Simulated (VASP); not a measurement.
Input of a VASP 6.6.1 run:

File POSCAR:

```
LiH
1.0
    0.0000000000      2.0092229770      2.0092229770
    2.0092229770      0.0000000000      2.0092229770
    2.0092229770      2.0092229770      0.0000000000
Li H
1 1
Direct
    0.0000000000      0.0000000000      0.0000000000
    0.5000000000      0.5000000000      0.5000000000
```

File INCAR.step1:

```
SYSTEM = LiH
ALGO     = Normal         ! electronic algorithm
EDIFF    = 1E-5           ! SCF threshold, eV
ENCUT    = 520            ! plane-wave cutoff, eV
GGA      = PE             ! functional
ISIF     = 2              ! what is computed and relaxed
ISMEAR   = -1             ! smearing method
LASPH    = .TRUE.         ! aspherical terms in the spheres
LCHARG   = .FALSE.        ! write CHGCAR
LREAL    = .FALSE.        ! projectors in reciprocal space
LWAVE    = .TRUE.         ! write WAVECAR
NBANDS   = 9              ! bands
NELM     = 100            ! most SCF steps
PREC     = Accurate       ! precision mode
SIGMA    = 0.05           ! smearing width, eV
```

File INCAR.step2:

```
SYSTEM = LiH
ALGO     = Normal         ! electronic algorithm
EDIFF    = 1E-7           ! SCF threshold, eV
ENCUT    = 520            ! plane-wave cutoff, eV
GGA      = PE             ! functional
HFSCREEN = 0.2079         ! screening, 1/A
ISIF     = 2              ! what is computed and relaxed
ISMEAR   = -1             ! smearing method
ISTART   = 1            
LASPH    = .TRUE.         ! aspherical terms in the spheres
LCHARG   = .FALSE.        ! write CHGCAR
LHFCALC  = .TRUE.         ! exact exchange
LREAL    = .FALSE.        ! projectors in reciprocal space
LWAVE    = .FALSE.        ! write WAVECAR
NBANDS   = 9              ! bands
NELM     = 100            ! most SCF steps
PREC     = Accurate       ! precision mode
PRECFOCK = Normal       
SIGMA    = 0.05           ! smearing width, eV
```

Contents of KPOINTS:

```
k-points
0
G
  6 6 6
  0 0 0
```

Potentials or basis: VASP PAW PBE potentials, release 64 (Li_sv, H).

Command:

```sh
$ cat potpaw_PBE.64/Li_sv/POTCAR potpaw_PBE.64/H/POTCAR > POTCAR
$ cp INCAR.step1 INCAR
$ mpirun -np 1 vasp_std > vasp.out
$ cp INCAR.step2 INCAR
$ mpirun -np 1 vasp_std > vasp.out
```

Predict the band gap on the k mesh.

3.98 eV, direct.

Caveat: the k points lie up to 0.45 Å⁻¹ apart. A k mesh can miss the band edges.
